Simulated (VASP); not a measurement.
Set up this calculation in VASP 6.6.1, as the native input.

| Item | Value |
| --- | --- |
| Task | single point |
| Functional | PBE |
| Potentials or basis | VASP PAW PBE potentials, release 64 (Ta_pv, N) |
| Cutoff | 600 eV |
| k mesh | 4 × 4 × 4 |
| Occupations | gaussian, width 0.1 eV |
| Spin | collinear spin |
| Starting moments | [0.65, 0.0] μB |
| Dipole correction | no |
| Further INCAR settings | ALGO = Normal; EDIFF = 1e-06; NBANDS = 19 |

The structure of TaN lies in POSCAR:

```
TaN
1.0
    2.9566000000      0.0000000000      0.0000000000
    0.0000000000      2.9566000000      0.0000000000
    0.0000000000      0.0000000000      2.8299300000
Ta N
1 1
Direct
    0.0000000000      0.0000000000      0.0000000000
    0.5000000000      0.5000000000      0.5000000000
```

These files were run (other wordings do the same):

INCAR

```
ALGO = Normal ; EDIFF = 1E-6
ENCUT = 600 ; GGA = PE
GGA_COMPAT = F ; ISIF = 2
ISMEAR = 0 ; ISPIN = 2
LASPH = T ; LCHARG = F
LMAXMIX = 4 ; LORBIT = 11
LREAL = F ; LWAVE = F
MAGMOM = 0.65 0 ; NBANDS = 19
NELM = 200 ; PREC = Accurate
SIGMA = 0.1
```

KPOINTS

```
k-points
0
Gamma
  4 4 4
```

Potentials or basis: VASP PAW PBE potentials, release 64 (Ta_pv, N).

The run is started by

```sh
$ cat potpaw_PBE.64/Ta_pv/POTCAR potpaw_PBE.64/N/POTCAR > POTCAR
$ mpirun -np 1 vasp_std > vasp.out
```

It gave:

- Pressure: -32.1 GPa
- Net moment: 0.44 μB per cell
- Site moments: Ta +0.36; N -0.03 μB
- Valence electrons inside the program's atomic spheres: Ta 8.69; N 3.54

Caveat: the k points lie up to 0.56 Å⁻¹ apart; a moment this small can come from the mesh or the smearing.

Wall time 11 s on 1 thread of Intel Xeon 8259CL (shared host), peak memory 0.16 GiB.
